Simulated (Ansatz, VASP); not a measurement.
# AlN in VASP and in Ansatz

```
Al N
1.0
     4.40252    0.00000    0.00000
     0.00000   -4.40252    0.00000
     0.00000    0.00000   -4.40252
Al N
4 4
Cartesian
  -0.0891 0.5040 0.0891
  2.2013 -2.2013 0.0000
  2.2013 0.0000 -2.2013
  0.0000 -2.2013 -2.2013
  3.3019 -3.3019 -3.3019
  1.1006 -1.1006 -3.3019
  1.1006 -3.3019 -1.1006
  3.3019 -1.1006 -1.1006
```

Alike in both runs: task single point; functional PBE; k mesh 6 × 6 × 6; occupations gaussian, width 0.05 eV; no spin polarisation.

```csv
,VASP,Ansatz
version,VASP 6.6.1,Ansatz 0.2.0
potentials or method,"VASP PAW PBE potentials, release 64 (Al, N), cutoff 520 eV","scalar-relativistic, plane waves, PAW"
valence electrons in the cell,32,32
```

Ansatz gave:

| Item | Value |
| --- | --- |
| gap on the k mesh at the Fermi level (eV) | 1.37 |
| least direct gap on the mesh (eV) | 1.46 |
| pressure (GPa) | 9.3 |
| traceless stress, the component that is largest in VASP (GPa) | -12.65 |
| rms of the force components (eV/Å) | 3.332 |

**Question.** Which values does VASP return?

**Answer.** gap on the k mesh at the Fermi level (eV): 1.36; least direct gap on the mesh (eV): 1.45; pressure (GPa): 9.3; traceless stress, the component that is largest in VASP (GPa): -12.79; rms of the force components (eV/Å): 3.349.

Atom by atom the forces differ by 0.021 eV/Å (rms over components).
